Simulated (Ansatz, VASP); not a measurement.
## WS2: VASP beside Ansatz

File POSCAR:

```
WS2
1.0
    3.1829541699      0.0000000000      0.0000000000
   -1.5914770850      2.7565191702      0.0000000000
    0.0000000000      0.0000000000     28.5322178600
W S
3 6
Direct
    0.6666666667      0.3333333333      0.4343616800
    0.6666666667      0.3333333333      0.8855337800
    0.0000000000      0.0000000000      0.6592864300
    0.6666666667      0.3333333333      0.6046252100
    0.0000000000      0.0000000000      0.3797102500
    0.0000000000      0.0000000000      0.8308482800
    0.6666666667      0.3333333333      0.7139522100
    0.0000000000      0.0000000000      0.4890304200
    0.0000000000      0.0000000000      0.9401857300
```

File INCAR.step1:

```
ALGO = Normal ; EDIFF = 1E-4
ENCUT = 520 ; GGA = PE
ISMEAR = -1 ; LASPH = True
LCHARG = False ; LDAU = True
LDAUJ = 0 0 ; LDAUL = 2 -1
LDAUTYPE = 2 ; LDAUU = 6 0
LMAXMIX = 4 ; LREAL = False
LWAVE = True ; NBANDS = 49
NELM = 150 ; PREC = Accurate
SIGMA = 0.05
```

Contents of INCAR.step2:

```
ALGO = Normal ; EDIFF = 1E-7
ENCUT = 520 ; ISIF = 2
ISMEAR = -1 ; ISTART = 1
LASPH = True ; LCHARG = False
LDAU = True ; LDAUJ = 0 0
LDAUL = 2 -1 ; LDAUPRINT = 1
LDAUTYPE = 2 ; LDAUU = 6 0
LMAXMIX = 4 ; LMIXTAU = True
LREAL = False ; LWAVE = False
METAGGA = R2SCAN ; NBANDS = 49
NELM = 150 ; PREC = Accurate
SIGMA = 0.05
```

Contents of KPOINTS:

```
k-points
0
Gamma
  7 7 1
```

The input input.yaml:

```yaml
crystal:
  lattice:
    - [3.1829541699, 0.0, 0.0]
    - [-1.591477085, 2.7565191702, 0.0]
    - [0.0, 0.0, 28.53221786]
  atoms:
    - { symbol: W, position: [0.6666666667, 0.3333333333, 0.43436168] }
    - { symbol: W, position: [0.6666666667, 0.3333333333, 0.88553378] }
    - { symbol: W, position: [0.0, 0.0, 0.65928643] }
    - { symbol: S, position: [0.6666666667, 0.3333333333, 0.60462521] }
    - { symbol: S, position: [0.0, 0.0, 0.37971025] }
    - { symbol: S, position: [0.0, 0.0, 0.83084828] }
    - { symbol: S, position: [0.6666666667, 0.3333333333, 0.71395221] }
    - { symbol: S, position: [0.0, 0.0, 0.48903042] }
    - { symbol: S, position: [0.0, 0.0, 0.94018573] }
hamiltonian:
  xc: r2scan
  pseudopotentials: { kind: paw }
  hubbard: { sites: [{ species: W, l: d, u_eff: 6.0 }] }
kpoints:
  mp_grid: { grid: [7, 7, 1] }
scf:
  occupations: { method: fermi_dirac, width: 0.05 }
  n_extra_bands: 22
output:
  forces: true
  stress: true
  eigenvalues: true
  dos: { projected: false, de: 0.05, nscf_kmesh: { grid: [11, 11, 2] } }
  write_density: true
  write_potential: true
  elf: true
  volumetric_format: npy
```

Alike in both runs: functional r2SCAN; k mesh 7 × 7 × 1; occupations fermi-dirac, width 0.05 eV; no spin polarisation; Hubbard terms W d U = 6.0 eV.

```csv
,VASP,Ansatz
version,VASP 6.6.1,Ansatz 0.2.0
potentials or method,"VASP PAW PBE potentials, release 64 (W_sv, S)",Ansatz PAW
plane-wave cutoff (eV),520,500
valence electrons in the cell,78,78
task,single point,density of states
```

VASP gave:

| Property | Result |
| --- | --- |
| gap on the k mesh at the Fermi level (eV) | 1.65 |
| least direct gap on the mesh (eV) | 2.42 |
| rms of the force components (eV/Å) | 0.279 |

Task: Estimate Ansatz's values.

Result: gap on the k mesh at the Fermi level (eV): 1.68; least direct gap on the mesh (eV): 2.11; rms of the force components (eV/Å): 0.004.

VASP's potentials were made for PBE, not for r2SCAN. The programs project onto different local orbitals, so the same U acts differently, and such runs can settle in different states. Atom by atom the forces differ by 0.276 eV/Å (rms over components).

Neither program's run includes spin-orbit coupling. Noted on Ansatz's run: odd divisions of the mesh miss points on the zone boundary, where band edges often lie, so the gap on the mesh can be too wide.
